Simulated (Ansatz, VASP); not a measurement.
## BaS: VASP beside Ansatz

```
CELL_PARAMETERS angstrom
0.00000 3.21277 3.21277
3.21277 0.00000 3.21277
3.21277 3.21277 0.00000
ATOMIC_POSITIONS crystal
Ba 0.00000 0.00000 0.00000
S 0.50000 0.50000 0.50000
```

Alike in both runs: functional r2SCAN; k mesh 6 × 6 × 6; occupations gaussian, width 0.02 eV; no spin polarisation.

Ansatz relaxed the structure, and its values are those at the end. VASP's run is a single point on that final structure, the one shown.

|  | VASP | Ansatz |
| --- | --- | --- |
| version | VASP 6.6.1 | Ansatz 0.2.0 |
| potentials or method | VASP PAW PBE potentials, release 64 (Ba_sv, S), cutoff 550 eV | scalar-relativistic, plane waves, PAW |
| valence electrons in the cell | 16 | 16 |

```tsv
	VASP	Ansatz	Ansatz less VASP
gap on the k mesh at the Fermi level (eV)	2.49	2.58	+0.087
least direct gap on the mesh (eV)	2.64	2.69	+0.057
pressure (GPa)	0.5	0.0	-0.55
```

VASP's potentials were made for PBE, not for r2SCAN. With one functional, cell and mesh, what is left measures potentials, basis and numerics.

Neither program's run includes spin-orbit coupling.
